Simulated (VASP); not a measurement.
# Lu (Fm-3m) in VASP: notebook

Lu is run at these levels: PBE; tasks: single point.

All numbers are computed with VASP 6.6.1; they aren't measurements. Logs are shortened: lines on timing, memory, paths and dates and some standing lists are left out, and cuts for length are marked.

## Step 1: The cell of the first run

It takes space group Fm-3m (No. 225, cubic). The conventional cell has a = 4.070 Å, b = 4.070 Å, c = 4.070 Å, α = 90.00°, β = 90.00°, γ = 90.00°. Within 3.8 Å of Lu (site symmetry m-3m) lie 12 Lu at 2.88 Å.

This isn't the form of Lu at room conditions, which is hcp.

## Step 2: Single point, PBE

Contents of INCAR:

```
PREC     = Accurate       # precision mode
ENCUT    = 600            # plane-wave cutoff, eV
EDIFF    = 1E-6           # SCF threshold, eV
ISMEAR   = -1             # smearing method
SIGMA    = 0.05           # smearing width, eV
LREAL    = F              # projectors in reciprocal space
LASPH    = T              # aspherical terms in the spheres
NELM     = 120            # most SCF steps
ALGO     = Normal         # electronic algorithm
ISIF     = 2              # what is computed and relaxed
LWAVE    = F              # write WAVECAR
LCHARG   = F              # write CHGCAR
GGA      = PE             # functional
NBANDS   = 18             # bands
GGA_COMPAT= F
```

Contents of KPOINTS:

```
Automatic mesh
0
Gamma
  16 16 16
```

Contents of POSCAR:

```
Lu
1.0
    0.0000000000      2.0350428342      2.0350428342
    2.0350428342      0.0000000000      2.0350428342
    2.0350428342      2.0350428342      0.0000000000
Lu
1
Direct
    0.0000000000      0.0000000000      0.0000000000
```

Potentials or basis: VASP PAW PBE potentials, release 64 (Lu).

On the command line:

```sh
$ cat potpaw_PBE.64/Lu/POTCAR > POTCAR
$ mpirun -np 1 vasp_std > vasp.out
```

OUTCAR:

```text
PREC = Accurate
   ENCUT = 600
   EDIFF = 1E-6
   ISMEAR = -1
   LREAL = F
   LASPH = T
   NELM = 120
   ISIF = 2
   GGA = PE

 ion  position               nearest neighbor table
   1  0.000  0.000  0.000-

  LATTYP: Found a face centered cubic cell.
 ALAT       =     4.0700856684

  Lattice vectors:

 A1 = (   0.0000000000,   2.0350428342,   2.0350428342)
 A2 = (   2.0350428342,   0.0000000000,   2.0350428342)
 A3 = (   2.0350428342,   2.0350428342,   0.0000000000)

Analysis of symmetry for initial positions (statically):
=====================================================================
 Subroutine PRICEL returns:
 Original cell was already a primitive cell.

 Routine SETGRP: Setting up the symmetry group for a
 face centered cubic supercell.

 Subroutine GETGRP returns: Found 48 space group operations
 (whereof 48 operations were pure point group operations)
 out of a pool of 48 trial point group operations.

The static configuration has the point symmetry O_h .

Analysis of symmetry for dynamics (positions and initial velocities):
=====================================================================
 Subroutine PRICEL returns:
 Original cell was already a primitive cell.

 Routine SETGRP: Setting up the symmetry group for a
 face centered cubic supercell.

 Subroutine GETGRP returns: Found 48 space group operations
 (whereof 48 operations were pure point group operations)
 out of a pool of 48 trial point group operations.

The dynamic configuration has the point symmetry O_h .

 Subroutine INISYM returns: Found 48 space group operations
 (whereof 48 operations are pure point group operations),
 and found     1 'primitive' translations

----------------------------------------------------------------------------------------

                                     Primitive cell

  volume of cell :      16.8559

  direct lattice vectors                    reciprocal lattice vectors
     0.000000000  2.035042834  2.035042834    -0.245695074  0.245695074  0.245695074
     2.035042834  0.000000000  2.035042834     0.245695074 -0.245695074  0.245695074
     2.035042834  2.035042834  0.000000000     0.245695074  0.245695074 -0.245695074

  length of vectors
     2.877985176  2.877985176  2.877985176     0.425556352  0.425556352  0.425556352

  position of ions in fractional coordinates (direct lattice)
     0.000000000  0.000000000  0.000000000

  ion indices of the primitive-cell ions
   primitive index   ion index
                 1           1

----------------------------------------------------------------------------------------

 KPOINTS: Automatic mesh

Automatic generation of k-mesh.
 Grid dimensions read from file:
 generate k-points for:   16   16   16

 Generating k-lattice:

  Cartesian coordinates                     Fractional coordinates (reciprocal lattice)
    -0.015355942  0.015355942  0.015355942     0.062500000  0.000000000  0.000000000
     0.015355942 -0.015355942  0.015355942     0.000000000  0.062500000  0.000000000
     0.015355942  0.015355942 -0.015355942     0.000000000  0.000000000  0.062500000

  Length of vectors
     0.026597272  0.026597272  0.026597272

  Shift w.r.t. Gamma in fractional coordinates (k-lattice)
     0.000000000  0.000000000  0.000000000

 Subroutine IBZKPT returns following result:
 ===========================================

 Found    145 irreducible k-points:

 Following reciprocal coordinates:
            Coordinates               Weight
  0.000000  0.000000  0.000000      1.000000
  0.062500  0.000000  0.000000      8.000000
  0.125000  0.000000  0.000000      8.000000
  0.187500  0.000000  0.000000      8.000000
  0.250000  0.000000  0.000000      8.000000
  0.312500  0.000000  0.000000      8.000000
[... 16 lines left out ...]
 -0.125000  0.062500  0.000000     24.000000
 -0.062500  0.062500  0.000000     12.000000
 [... further k-points ...]
   k-points           NKPTS =    145   k-points in BZ     NKDIM =    145   number of bands    NBANDS=     18
   number of dos      NEDOS =    301   number of ions     NIONS =      1
   total plane-waves  NPLWV =  13824
   dimension x,y,z NGX =    24 NGY =   24 NGZ =   24
   dimension x,y,z NGXF=    48 NGYF=   48 NGZF=   48
   ions per type =               1
   NGX,Y,Z   is equivalent  to a cutoff of  13.86, 13.86, 13.86 a.u.
   NGXF,Y,Z  is equivalent  to a cutoff of  27.73, 27.73, 27.73 a.u.
 SYSTEM =  unknown system
   PREC   = accura    normal or accurate (medium, high low for compatibility)
   ISTART =      0    job   : 0-new  1-cont  2-samecut
   ICHARG =      2    charge: 1-file 2-atom 10-const
   ISPIN  =      1    spin polarized calculation?
   LNONCOLLINEAR =      F non collinear calculations
   LSORBIT =      F    spin-orbit coupling
   LASPH  =      T    aspherical Exc in radial PAW
   ENCUT  =  600.0 eV  44.10 Ry    6.64 a.u.   5.75  5.75  5.75*2*pi/ulx,y,z
   NELM   =    120;   NELMIN=  2; NELMDL= -5     # of ELM steps
   EDIFF  = 0.1E-05   stopping-criterion for ELM
   LREAL  =      F    real-space projection
   EDIFFG = 0.1E-04   stopping-criterion for IOM
   NSW    =      0    number of steps for IOM
   IBRION =     -1    ionic relax: 0-MD 1-quasi-New 2-CG
   NFREE  =      0    steps in history (QN), initial steepest desc. (CG)
   ISIF   =      2    stress and relaxation
   ISYM   =      2    0-nonsym 1-usesym 2-fastsym
   POTIM  = 0.5000    time-step for ionic-motion
   TEBEG  =    0.0;   TEEND  =   0.0 temperature during run
   PSTRESS=    0.0 pullay stress
   NELECT =      25.0000    total number of electrons
   NUPDOWN=      -1.0000    fix difference up-down
   EMIN   =  10.00;   EMAX   =-10.00  energy-range for DOS
   EFERMI =   0.00;   METHOD = LEGACY
   ISMEAR =    -1;   SIGMA  =   0.05  broadening in eV -4-tet -1-fermi 0-gaus
   EFERMI_NEDOS =   21; number of points for ismear=-14 and -15
   IALGO  =     38    algorithm
   IMIX   =      4    mixing-type and parameters
     AMIX     =   0.40;   BMIX     =  1.00
     AMIX_MAG =   1.60;   BMIX_MAG =  1.00
  volume/ion in A,a.u.               =      16.86       113.75
  Fermi-wavevector in a.u.,A,eV,Ry     =   1.866973  3.528067 47.424287  3.485587
  Thomas-Fermi vector in A             =   2.913553
   LORBIT       =      0    0 simple, 1 ext, 2 COOP (PROOUT), +10 PAW based schemes
   GGA     = PE    functional components
   LHFCALC =     F    Hartree Fock is set to
   AEXX    =    0.0000 exact exchange contribution
   IVDW    =     0    specifies the selected vdW correction
   LEPSILON=     F    determine dielectric tensor
   LRPA    =     F    only Hartree local field effects (RPA)
 non-spin polarized calculation
  energy-cutoff  :      600.00
  volume of cell :       16.86
 maximum number of plane-waves:       588
   NGX = 11   NGY = 11   NGZ = 11

 number of electron      24.9999995 magnetization

 Free energy of the ion-electron system (eV)
  ---------------------------------------------------
  ext. energy  EPLUGINS =         0.00000000
  ---------------------------------------------------
  free energy    TOTEN  =        -2.95450038 eV

  energy without entropy =       -2.94770934  energy(sigma->0) =       -2.95110486

 E-fermi :   4.6695     XC(G=0): -13.6673

 val. band max:        4.6226957711   @ k =  -0.2500   0.3750   0.1250
 cond. band min:       4.6899177445   @ k =  -0.3125   0.2500   0.0625
 fundamental gap:      0.0672219734
 Fermi energy:         4.6695172735

 k-point     1 :       0.0000    0.0000    0.0000
  band No.  band energies     occupation
      1     -50.9422      2.00000
      2     -20.4183      2.00000
      3     -20.4183      2.00000
      4     -20.4183      2.00000
      5      -2.3299      2.00000
      6      -0.1150      2.00000
[... 10 lines left out ...]
     17      11.7123      0.00000
     18      17.7710      0.00000

 k-point     2 :       0.0625    0.0000    0.0000
  band No.  band energies     occupation
      1     -50.9308      2.00000
      2     -20.5353      2.00000
      3     -20.4308      2.00000
      4     -20.4308      2.00000
      5      -2.1120      2.00000
      6      -0.1101      2.00000
[... 10 lines left out ...]
     17      11.5697      0.00000
     18      18.2144      0.00000

 k-point     3 :       0.1250    0.0000    0.0000
  band No.  band energies     occupation
      1     -50.8982      2.00000
      2     -20.8578      2.00000
      3     -20.4664      2.00000
      4     -20.4664      2.00000
      5      -1.5069      2.00000
      6      -0.0941      2.00000
[... 10 lines left out ...]
     17      11.2737      0.00000
     18      19.2319      0.00000

 k-point     4 :       0.1875    0.0000    0.0000
  band No.  band energies     occupation
      1     -50.8491      2.00000
      2     -21.3143      2.00000
      3     -20.5192      2.00000
      4     -20.5192      2.00000
      5      -0.6644      2.00000
      6      -0.0580      2.00000
[... 10 lines left out ...]
     17      11.1641      0.00000
     18      19.0158      0.00000

 k-point     5 :       0.2500    0.0000    0.0000
  band No.  band energies     occupation
      1     -50.7905      2.00000
      2     -21.8189      2.00000
      3     -20.5807      2.00000
      4     -20.5807      2.00000
      5      -0.1038      2.00000
      6       0.0552      2.00000
[... 10 lines left out ...]
     17      11.5809      0.00000
     18      18.0832      0.00000

 k-point     6 :       0.3125    0.0000    0.0000
  band No.  band energies     occupation
      1     -50.7314      2.00000
      2     -22.2929      2.00000
      3     -20.6413      2.00000
      4     -20.6413      2.00000
      5      -0.0596      2.00000
      6       0.0861      2.00000
[... 10 lines left out ...]
     17      12.4988      0.00000
     18      17.3850      0.00000

 k-point     7 :       0.3750    0.0000    0.0000
  band No.  band energies     occupation
      1     -50.6808      2.00000
      2     -22.6745      2.00000
      3     -20.6921      2.00000
      4     -20.6921      2.00000
      5      -0.0578      2.00000
      6       0.1262      2.00000
[... 10 lines left out ...]
     17      13.6439      0.00000
     18      17.0637      0.00000

 k-point     8 :       0.4375    0.0000    0.0000
  band No.  band energies     occupation
      1     -50.6467      2.00000
      2     -22.9205      2.00000
      3     -20.7257      2.00000
      4     -20.7257      2.00000
      5      -0.0634      2.00000
      6       0.1070      2.00000
[... 10 lines left out ...]
     17      14.6714      0.00000
     18      17.1768      0.00000
[... 229 lines left out ...]
     17      14.8512      0.00000
     18      17.5260      0.00000

 k-point    20 :      -0.3125    0.0625    0.0000
  band No.  band energies     occupation
      1     -50.7068      2.00000
      2     -22.4183      2.00000
      3     -20.7725      2.00000
      4     -20.6356      2.00000
      5      -0.0477      2.00000
      6       0.1062      2.00000
[... 10 lines left out ...]
     17      13.8367      0.00000
     18      17.7045      0.00000

 k-point    21 :      -0.2500    0.0625    0.0000
  band No.  band energies     occupation
      1     -50.7632      2.00000
      2     -21.9843      2.00000
      3     -20.7145      2.00000
      4     -20.5705      2.00000
      5      -0.0585      2.00000
      6       0.0666      2.00000
[... 10 lines left out ...]
     17      12.7739      0.00000
     18      18.2893      0.00000

 k-point    22 :      -0.1875    0.0625    0.0000
  band No.  band energies     occupation
      1     -50.8219      2.00000
      2     -21.5017      2.00000
      3     -20.6434      2.00000
      4     -20.5088      2.00000
      5      -0.2390      2.00000
      6      -0.0170      2.00000
[... 10 lines left out ...]
     17      11.9976      0.00000
     18      19.1559      0.00000

 k-point    23 :      -0.1250    0.0625    0.0000
  band No.  band energies     occupation
      1     -50.8742      2.00000
      2     -21.0437      2.00000
      3     -20.5676      2.00000
      4     -20.4603      2.00000
      5      -1.0693      2.00000
      6      -0.0812      2.00000
[... 10 lines left out ...]
     17      11.6783      0.00000
     18      19.8452      0.00000

 k-point    24 :      -0.0625    0.0625    0.0000
  band No.  band energies     occupation
      1     -50.9123      2.00000
      2     -20.6972      2.00000
      3     -20.4928      2.00000
      4     -20.4327      2.00000
      5      -1.7639      2.00000
      6      -0.1016      2.00000
[... 10 lines left out ...]
     17      11.6578      0.00000
     18      18.8955      0.00000

 [... further k-points ...]

------------------------ aborting loop because EDIFF is reached ----------------------------------------

  FORCE on cell =-STRESS in cart. coord.  units (eV):
  Direction    XX          YY          ZZ          XY          YZ          ZX
  --------------------------------------------------------------------------------------
  -------------------------------------------------------------------------------------
  Total        6.4162816      6.4162816      6.4162816      0.0000000     -0.0000000      0.0000000
  in kB      609.8785192    609.8785192    609.8785192      0.0000000     -0.0000000      0.0000000
  external PRESSURE =     609.8785192 kB  Pullay stress =       0.0000000 kB

 VOLUME and BASIS-vectors are now :
 -----------------------------------------------------------------------------
  energy-cutoff  :      600.00
  volume of cell :       16.86
      direct lattice vectors                 reciprocal lattice vectors
     0.000000000  2.035042834  2.035042834    -0.245695074  0.245695074  0.245695074
     2.035042834  0.000000000  2.035042834     0.245695074 -0.245695074  0.245695074
     2.035042834  2.035042834  0.000000000     0.245695074  0.245695074 -0.245695074

 POSITION                                       TOTAL-FORCE (eV/Angst)
 -----------------------------------------------------------------------------------
      0.00000      0.00000      0.00000        -0.000000     -0.000000     -0.000000
 -----------------------------------------------------------------------------------
    total drift:                                0.000000      0.000000     -0.000000

  FREE ENERGIE OF THE ION-ELECTRON SYSTEM (eV)
  ---------------------------------------------------
  free  energy   TOTEN  =        -2.9545003838 eV

  energy  without entropy=       -2.9477093366  energy(sigma->0) =       -2.95110486
```

Run time: 16 s. Hardware: 1 thread of Intel Xeon 6975P-C (Granite Rapids), shared host; peak memory 0.19 GiB.

What came out:

```
Free energy            : -2.9545 eV
Pressure               : 61.0 GPa
Band gap on the k mesh : zero (an odd number of electrons rules out a gap without spin polarisation)
```

Caveat: the cell stands under pressure; spin-orbit coupling is left out, which moves the levels of the heavy elements.

(Continued in part 2 of 2.)
